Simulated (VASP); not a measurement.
# Se (R-3) in VASP: further runs

Se is run at these levels: PBE; tasks: single point.

All numbers are computed with VASP 6.6.1; they aren't measurements. Logs are shortened: lines on timing, memory, paths and dates and some standing lists are left out, and cuts for length are marked.

## 1. The cell of the first run

The structure is trigonal, space group R-3 (No. 148). Conventional cell: a = 11.021 Å, b = 11.021 Å, c = 4.429 Å, α = 90.00°, β = 90.00°, γ = 120.00°. Within 3.0 Å of Se (site symmetry 1) lie 2 Se at 2.30 Å.

## 2. Single point, PBE (equal xx and yy strain of -3 %)

INCAR

```
PREC = Accurate
ENCUT = 520
EDIFF = 1E-6
ISMEAR = -1
SIGMA = 0.01
LREAL = False
LASPH = True
NELM = 80
ALGO = Normal
ISIF = 2
LWAVE = False
LCHARG = True
GGA = PE
LELF = True
LVHAR = True
NBANDS = 27
```

KPOINTS

```
Automatic mesh
0
Gamma
  6 6 6
```

POSCAR

```
Se
1.0
    5.5105698660      3.1815289955      1.4763300000
   -5.5105698660      3.1815289955      1.4763300000
    0.0000000000     -6.3630579911      1.4763300000
Se
6
Direct
    0.2806600000      0.1625100000      0.9181800000
    0.9181800000      0.2806600000      0.1625100000
    0.1625100000      0.9181800000      0.2806600000
    0.7193400000      0.8374900000      0.0818200000
    0.0818200000      0.7193400000      0.8374900000
    0.8374900000      0.0818200000      0.7193400000
```

Potentials or basis: VASP PAW PBE potentials, release 64 (Se).

Launch:

```bash
$ cat potpaw_PBE.64/Se/POTCAR > POTCAR
$ mpirun -np 1 vasp_std > vasp.out
```

OUTCAR:

```text
PREC = Accurate
   ENCUT = 520
   EDIFF = 1E-6
   ISMEAR = -1
   LREAL = False
   LASPH = True
   NELM = 80
   ISIF = 2
   GGA = PE

 ion  position               nearest neighbor table
   1  0.281  0.163  0.918-   5 2.30   6 2.30
   2  0.918  0.281  0.163-   4 2.30   6 2.30
   3  0.163  0.918  0.281-   4 2.30   5 2.30
   4  0.719  0.837  0.082-   2 2.30   3 2.30
   5  0.082  0.719  0.837-   1 2.30   3 2.30
   6  0.837  0.082  0.719-   1 2.30   2 2.30

  LATTYP: Found a trigonal (rhomboedric) cell.
 ALAT       =     6.5320790922
 COS(alpha) =    -0.4233776832

  Lattice vectors:

 A1 = (   5.5105698660,   3.1815289955,   1.4763300000)
 A2 = (  -5.5105698660,   3.1815289955,   1.4763300000)
 A3 = (   0.0000000000,  -6.3630579911,   1.4763300000)

Analysis of symmetry for initial positions (statically):
=====================================================================
 Subroutine PRICEL returns:
 Original cell was already a primitive cell.

 Routine SETGRP: Setting up the symmetry group for a
 trigonal (rhombohedral) supercell.

 Subroutine GETGRP returns: Found  6 space group operations
 (whereof  6 operations were pure point group operations)
 out of a pool of 12 trial point group operations.

The static configuration has the point symmetry S_6 .

Analysis of symmetry for dynamics (positions and initial velocities):
=====================================================================
 Subroutine PRICEL returns:
 Original cell was already a primitive cell.

 Routine SETGRP: Setting up the symmetry group for a
 trigonal (rhombohedral) supercell.

 Subroutine GETGRP returns: Found  6 space group operations
 (whereof  6 operations were pure point group operations)
 out of a pool of 12 trial point group operations.

The dynamic configuration has the point symmetry S_6 .

 Subroutine INISYM returns: Found  6 space group operations
 (whereof  6 operations are pure point group operations),
 and found     1 'primitive' translations

----------------------------------------------------------------------------------------

                                     Primitive cell

  volume of cell :     155.2984

  direct lattice vectors                    reciprocal lattice vectors
     5.510569866  3.181528995  1.476330000     0.090734717  0.052385714  0.225785111
    -5.510569866  3.181528995  1.476330000    -0.090734717  0.052385714  0.225785111
     0.000000000 -6.363057991  1.476330000     0.000000000 -0.104771427  0.225785111

  length of vectors
     6.532079092  6.532079092  6.532079092     0.248909559  0.248909559  0.248909559

  position of ions in fractional coordinates (direct lattice)
     0.280660000  0.162510000  0.918180000
     0.918180000  0.280660000  0.162510000
     0.162510000  0.918180000  0.280660000
     0.719340000  0.837490000  0.081820000
     0.081820000  0.719340000  0.837490000
     0.837490000  0.081820000  0.719340000

  ion indices of the primitive-cell ions
   primitive index   ion index
                 1           1
                 2           2
                 3           3
                 4           4
                 5           5
                 6           6

----------------------------------------------------------------------------------------

 KPOINTS: Automatic mesh

Automatic generation of k-mesh.
 Grid dimensions read from file:
 generate k-points for:    6    6    6

 Generating k-lattice:

  Cartesian coordinates                     Fractional coordinates (reciprocal lattice)
     0.015122453  0.008730952  0.037630852     0.166666667  0.000000000  0.000000000
    -0.015122453  0.008730952  0.037630852     0.000000000  0.166666667  0.000000000
     0.000000000 -0.017461905  0.037630852    -0.000000000 -0.000000000  0.166666667

  Length of vectors
     0.041484926  0.041484926  0.041484926

  Shift w.r.t. Gamma in fractional coordinates (k-lattice)
     0.000000000  0.000000000  0.000000000

 Subroutine IBZKPT returns following result:
 ===========================================

 Found     40 irreducible k-points:

 Following reciprocal coordinates:
            Coordinates               Weight
  0.000000  0.000000  0.000000      1.000000
  0.166667 -0.000000  0.000000      6.000000
  0.333333 -0.000000  0.000000      6.000000
  0.500000 -0.000000 -0.000000      3.000000
  0.166667  0.166667  0.000000      6.000000
  0.333333  0.166667  0.000000      6.000000
[... 16 lines left out ...]
  0.333333  0.333333  0.166667      6.000000
  0.500000  0.333333  0.166667      6.000000
 [... further k-points ...]
   k-points           NKPTS =     40   k-points in BZ     NKDIM =     40   number of bands    NBANDS=     27
   number of dos      NEDOS =    301   number of ions     NIONS =      6
   total plane-waves  NPLWV = 125000
   dimension x,y,z NGX =    50 NGY =   50 NGZ =   50
   dimension x,y,z NGXF=   100 NGYF=  100 NGZF=  100
   ions per type =               6
   NGX,Y,Z   is equivalent  to a cutoff of  12.73, 12.73, 12.73 a.u.
   NGXF,Y,Z  is equivalent  to a cutoff of  25.45, 25.45, 25.45 a.u.
 SYSTEM =  unknown system
   PREC   = accura    normal or accurate (medium, high low for compatibility)
   ISTART =      0    job   : 0-new  1-cont  2-samecut
   ICHARG =      2    charge: 1-file 2-atom 10-const
   ISPIN  =      1    spin polarized calculation?
   LNONCOLLINEAR =      F non collinear calculations
   LSORBIT =      F    spin-orbit coupling
   LASPH  =      T    aspherical Exc in radial PAW
   ENCUT  =  520.0 eV  38.22 Ry    6.18 a.u.  12.15 12.15 12.15*2*pi/ulx,y,z
   NELM   =     80;   NELMIN=  2; NELMDL= -5     # of ELM steps
   EDIFF  = 0.1E-05   stopping-criterion for ELM
   LREAL  =      F    real-space projection
[... 7 lines left out ...]
   TEBEG  =    0.0;   TEEND  =   0.0 temperature during run
   PSTRESS=    0.0 pullay stress
   NELECT =      36.0000    total number of electrons
   NUPDOWN=      -1.0000    fix difference up-down
   EMIN   =  10.00;   EMAX   =-10.00  energy-range for DOS
   EFERMI =   0.00;   METHOD = LEGACY
   ISMEAR =    -1;   SIGMA  =   0.01  broadening in eV -4-tet -1-fermi 0-gaus
   EFERMI_NEDOS =   21; number of points for ismear=-14 and -15
   IALGO  =     38    algorithm
   IMIX   =      4    mixing-type and parameters
     AMIX     =   0.40;   BMIX     =  1.00
     AMIX_MAG =   1.60;   BMIX_MAG =  1.00
  volume/ion in A,a.u.               =      25.88       174.67
  Fermi-wavevector in a.u.,A,eV,Ry     =   1.005665  1.900431 13.760414  1.011362
  Thomas-Fermi vector in A             =   2.138359
   LORBIT       =      0    0 simple, 1 ext, 2 COOP (PROOUT), +10 PAW based schemes
   GGA     = PE    functional components
   LHFCALC =     F    Hartree Fock is set to
   AEXX    =    0.0000 exact exchange contribution
   IVDW    =     0    specifies the selected vdW correction
   LEPSILON=     F    determine dielectric tensor
   LRPA    =     F    only Hartree local field effects (RPA)
 non-spin polarized calculation
  energy-cutoff  :      520.00
  volume of cell :      155.30
 maximum number of plane-waves:      4217
 NGX is ok and might be reduce to    50
   NGX = 25   NGY = 25   NGZ = 25

 number of electron      35.9999999 magnetization

 Free energy of the ion-electron system (eV)
  ---------------------------------------------------
  ext. energy  EPLUGINS =         0.00000000
  ---------------------------------------------------
  free energy    TOTEN  =       -20.34192549 eV

  energy without entropy =      -20.34192549  energy(sigma->0) =      -20.34192549

 E-fermi :   3.0409     XC(G=0):  -9.0468

 val. band max:        2.8232284989   @ k =   0.5000   0.5000   0.5000
 cond. band min:       4.3462468707   @ k =  -0.1667   0.1667   0.1667
 fundamental gap:      1.5230183717
 Fermi energy:         3.0408701981

 k-point     1 :       0.0000    0.0000    0.0000
  band No.  band energies     occupation
      1     -13.4032      2.00000
      2     -11.4732      2.00000
      3     -11.4732      2.00000
      4      -9.0184      2.00000
      5      -9.0184      2.00000
      6      -7.1611      2.00000
[... 19 lines left out ...]
     26       9.5101      0.00000
     27       9.5105      0.00000

 k-point     2 :       0.1667   -0.0000    0.0000
  band No.  band energies     occupation
      1     -13.3260      2.00000
      2     -11.5356      2.00000
      3     -11.4833      2.00000
      4      -9.0267      2.00000
      5      -8.9157      2.00000
      6      -7.1979      2.00000
[... 19 lines left out ...]
     26       9.4944      0.00000
     27       9.7413      0.00000

 k-point     3 :       0.3333   -0.0000    0.0000
  band No.  band energies     occupation
      1     -13.1511      2.00000
      2     -11.6719      2.00000
      3     -11.5045      2.00000
      4      -9.0403      2.00000
      5      -8.7032      2.00000
      6      -7.3191      2.00000
[... 19 lines left out ...]
     26       9.6061      0.00000
     27      10.1368      0.00000

 k-point     4 :       0.5000   -0.0000   -0.0000
  band No.  band energies     occupation
      1     -13.0486      2.00000
      2     -11.7509      2.00000
      3     -11.5156      2.00000
      4      -9.0459      2.00000
      5      -8.5898      2.00000
      6      -7.4036      2.00000
[... 19 lines left out ...]
     26      10.2391      0.00000
     27      10.8165      0.00000

 k-point     5 :       0.1667    0.1667    0.0000
  band No.  band energies     occupation
      1     -13.1943      2.00000
      2     -11.5620      2.00000
      3     -11.5214      2.00000
      4      -8.9513      2.00000
      5      -8.8300      2.00000
      6      -7.3529      2.00000
[... 19 lines left out ...]
     26       9.8890      0.00000
     27      10.2263      0.00000

 k-point     6 :       0.3333    0.1667    0.0000
  band No.  band energies     occupation
      1     -13.0497      2.00000
      2     -11.7144      2.00000
      3     -11.5567      2.00000
      4      -8.9690      2.00000
      5      -8.6806      2.00000
      6      -7.3832      2.00000
[... 444 lines left out ...]
      1     -13.2104      2.00000
      2     -11.7994      2.00000
      3     -11.6152      2.00000
      4      -9.0841      2.00000
      5      -8.7651      2.00000
      6      -6.8983      2.00000
[... 19 lines left out ...]
     26       8.9791      0.00000
     27       9.8337      0.00000

 k-point    22 :      -0.1667    0.1667    0.1667
  band No.  band energies     occupation
      1     -13.2620      2.00000
      2     -11.6237      2.00000
      3     -11.5467      2.00000
      4      -9.0554      2.00000
      5      -8.8718      2.00000
      6      -7.0568      2.00000
[... 19 lines left out ...]
     26       9.3851      0.00000
     27       9.9370      0.00000

 k-point    23 :       0.3333    0.3333    0.1667
  band No.  band energies     occupation
      1     -12.9935      2.00000
      2     -11.9759      2.00000
      3     -11.7751      2.00000
      4      -8.9055      2.00000
      5      -8.6154      2.00000
      6      -7.0759      2.00000
[... 19 lines left out ...]
     26       8.8930      0.00000
     27       9.1458      0.00000

 k-point    24 :       0.5000    0.3333    0.1667
  band No.  band energies     occupation
      1     -13.0435      2.00000
      2     -12.0193      2.00000
      3     -11.7253      2.00000
      4      -9.0630      2.00000
      5      -8.6348      2.00000
      6      -6.7959      2.00000
[... 19 lines left out ...]
     26       8.9611      0.00000
     27       9.5028      0.00000

 [... further k-points ...]
[... 5 lines left out ...]
  --------------------------------------------------------------------------------------
  -------------------------------------------------------------------------------------
  Total        8.7364025      8.7364025      5.1524007      0.0000006     -0.0000000      0.0000000
  in kB       90.1314012     90.1314012     53.1561008      0.0000058     -0.0000000      0.0000000
  external PRESSURE =      77.8063010 kB  Pullay stress =       0.0000000 kB

 VOLUME and BASIS-vectors are now :
 -----------------------------------------------------------------------------
  energy-cutoff  :      520.00
  volume of cell :      155.30
      direct lattice vectors                 reciprocal lattice vectors
     5.510569866  3.181528995  1.476330000     0.090734717  0.052385714  0.225785111
    -5.510569866  3.181528995  1.476330000    -0.090734717  0.052385714  0.225785111
     0.000000000 -6.363057991  1.476330000     0.000000000 -0.104771427  0.225785111

 POSITION                                       TOTAL-FORCE (eV/Angst)
 -----------------------------------------------------------------------------------
      0.65107     -4.43247      2.00980         0.361581      1.041954      0.945627
      3.51310      2.78008      2.00980        -1.083149     -0.207839      0.945627
     -4.16417      1.65239      2.00980         0.721569     -0.834115      0.945627
     -0.65107      4.43247      2.41919        -0.361581     -1.041954     -0.945627
     -3.51310     -2.78008      2.41919         1.083149      0.207839     -0.945627
      4.16417     -1.65239      2.41919        -0.721569      0.834115     -0.945627
 -----------------------------------------------------------------------------------
    total drift:                                0.000000     -0.000000     -0.000000

  FREE ENERGIE OF THE ION-ELECTRON SYSTEM (eV)
  ---------------------------------------------------
  free  energy   TOTEN  =       -20.3419254854 eV

  energy  without entropy=      -20.3419254854  energy(sigma->0) =      -20.34192549
```

Wall time 3.1 min (1 thread of Intel Xeon Platinum 8259CL at 2.50GHz (Skylake/Cascade Lake), shared host); peak memory 0.39 GiB.

What came out:

- Free energy: -20.3419 eV
- Pressure: 7.8 GPa
- Largest force: 1.453 eV/Å
- Band gap on the k mesh: 1.52 eV (least direct gap 1.70 eV)

Forces on the atoms (eV/Å):
```
Se   0.362  1.042  0.946
Se  -1.083 -0.208  0.946
Se   0.722 -0.834  0.946
Se  -0.362 -1.042 -0.946
Se   1.083  0.208 -0.946
Se  -0.722  0.834 -0.946
```

Caveat: the cell differs from its parent crystal (equal xx and yy strain of -3 %); the cell stands under pressure; this functional lacks dispersion, which holds the molecules together, so the pressure and a relaxed volume are unreliable; forces of over 1 eV/Å act on the atoms, so gaps and moduli don't describe the material at rest.

## 3. Single point, PBE (equal xx and yy strain of -1 %)

INCAR

```
SYSTEM = Se
  ALGO = Normal
  EDIFF = 1E-6
  ENCUT = 520
  GGA = PE
  ISIF = 2
  ISMEAR = -1
  LASPH = .TRUE.
  LCHARG = .FALSE.
  LREAL = .FALSE.
  LWAVE = .FALSE.
  NBANDS = 27
  NELM = 60
  PREC = Accurate
  SIGMA = 0.01
```

KPOINTS

```
k-points
0
G
  6 6 6
  0 0 0
```

Changes to POSCAR since step 2:

```diff
@@ -2,5 +2,5 @@
 1.0
-    5.5105698660      3.1815289955      1.4763300000
-   -5.5105698660      3.1815289955      1.4763300000
-    0.0000000000     -6.3630579911      1.4763300000
+    5.6241898633      3.2471275315      1.4763300000
+   -5.6241898633      3.2471275315      1.4763300000
+    0.0000000000     -6.4942550631      1.4763300000
 Se
```

Potentials or basis: VASP PAW PBE potentials, release 64 (Se).

Launch:

```bash
$ cat potpaw_PBE.64/Se/POTCAR > POTCAR
$ mpirun -np 1 vasp_std > vasp.out
```

Run time: 2.9 min. Hardware: 1 thread of Intel Xeon Platinum 8259CL at 2.50GHz (Skylake/Cascade Lake), shared host; peak memory 0.39 GiB.

The run converged. Its results:

```
Free energy            : -20.6178 eV
Pressure               : 4.3 GPa
Largest force          : 0.796 eV/Å
Band gap on the k mesh : 1.30 eV (least direct gap 1.52 eV)
```

Forces on the atoms (eV/Å):
```
Se   0.233  0.571  0.504
Se  -0.611 -0.084  0.504
Se   0.378 -0.487  0.504
Se  -0.233 -0.571 -0.504
Se   0.611  0.084 -0.504
Se  -0.378  0.487 -0.504
```

Stress tensor (GPa, compression positive):
```
4.80 0.00 0.00
0.00 4.80 0.00
0.00 0.00 3.35
```

Levels at points of the mesh, in eV from the valence-band top:
| k point | band 14 | band 15 | band 16 | band 17 | band 18 | band 19 | band 20 | band 21 | band 22 | band 23 |
| --- | --- | --- | --- | --- | --- | --- | --- | --- | --- | --- |
| (0.00, 0.00, 0.00) | -1.32 | -0.77 | -0.77 | -0.69 | -0.69 | 1.87 | 1.87 | 2.73 | 2.87 | 2.87 |
| (0.50, 0.00, 0.00) | -1.50 | -1.31 | -0.87 | -0.34 | -0.33 | 1.80 | 1.96 | 2.73 | 3.14 | 3.25 |
| (0.50, 0.50, 0.00) | -1.47 | -1.47 | -1.19 | -0.92 | -0.33 | 1.56 | 1.81 | 2.36 | 3.10 | 3.49 |
| (0.50, 0.50, 0.50) | -1.53 | -1.53 | -1.29 | -1.29 | 0.00 | 1.52 | 1.52 | 1.93 | 3.65 | 4.40 |

Caveat: the cell differs from its parent crystal (equal xx and yy strain of -1 %); the cell stands under pressure; this functional lacks dispersion, which holds the molecules together, so the pressure and a relaxed volume are unreliable.

## 4. Single point, PBE (equal xx and yy strain of +2 %)

INCAR

```
SYSTEM = Se
PREC = Accurate
ENCUT = 520
EDIFF = 1E-7
ISMEAR = -1
SIGMA = 0.01
LREAL = .False.
LASPH = .True.
NELM = 60
ALGO = Normal
ISIF = 2
LWAVE = .False.
LCHARG = .False.
GGA = PE
NBANDS = 27
```

KPOINTS

```
regular mesh
0
Gamma
  6 6 6
  0 0 0
```

Changes to POSCAR since step 3:

```diff
@@ -2,5 +2,5 @@
 1.0
-    5.6241898633      3.2471275315      1.4763300000
-   -5.6241898633      3.2471275315      1.4763300000
-    0.0000000000     -6.4942550631      1.4763300000
+    5.7946198591      3.3455253355      1.4763300000
+   -5.7946198591      3.3455253355      1.4763300000
+    0.0000000000     -6.6910506711      1.4763300000
 Se
```

Launch:

```bash
$ cat potpaw_PBE.64/Se/POTCAR > POTCAR
$ mpirun -np 1 vasp_std > vasp.out
```

Wall time 4.3 min (1 thread of Intel Xeon Platinum 8259CL at 2.50GHz (Skylake/Cascade Lake), shared host); peak memory 0.45 GiB.

Results (log left out):

```yaml
Free_energy: -20.7533 eV
Pressure: 0.3 GPa
Largest_force: 0.074 eV/Å
Band_gap_on_the_k_mesh: 1.01 eV (least direct gap 1.26 eV)
```

Forces on the atoms (eV/Å):
```
Se   0.065 -0.020 -0.028
Se  -0.015  0.067 -0.028
Se  -0.050 -0.047 -0.028
Se  -0.065  0.020  0.028
Se   0.015 -0.067  0.028
Se   0.050  0.047  0.028
```

Stress tensor (GPa, compression positive):
```
-0.16  0.00  0.00
 0.00 -0.16  0.00
 0.00  0.00  1.16
```

Levels at points of the mesh, in eV from the valence-band top:
```
           k point  band 14  band 15  band 16  band 17  band 18  band 19  band 20  band 21  band 22  band 23
(0.00, 0.00, 0.00)    -1.19    -0.84    -0.84    -0.70    -0.70     1.52     1.52     2.30     2.64     2.64
(0.50, 0.00, 0.00)    -1.47    -1.31    -1.01    -0.43    -0.40     1.50     1.68     2.37     2.81     2.92
(0.50, 0.50, 0.00)    -1.44    -1.33    -1.14    -0.89    -0.47     1.28     1.58     2.15     2.75     3.23
(0.50, 0.50, 0.50)    -1.56    -1.56    -1.33    -1.33     0.00     1.26     1.26     1.78     3.34     3.93
```

Caveat: the cell differs from its parent crystal (equal xx and yy strain of +2 %); this functional lacks dispersion, which holds the molecules together, so the pressure and a relaxed volume are unreliable. A k mesh can miss the band edges.

[end of part 1 of 2]
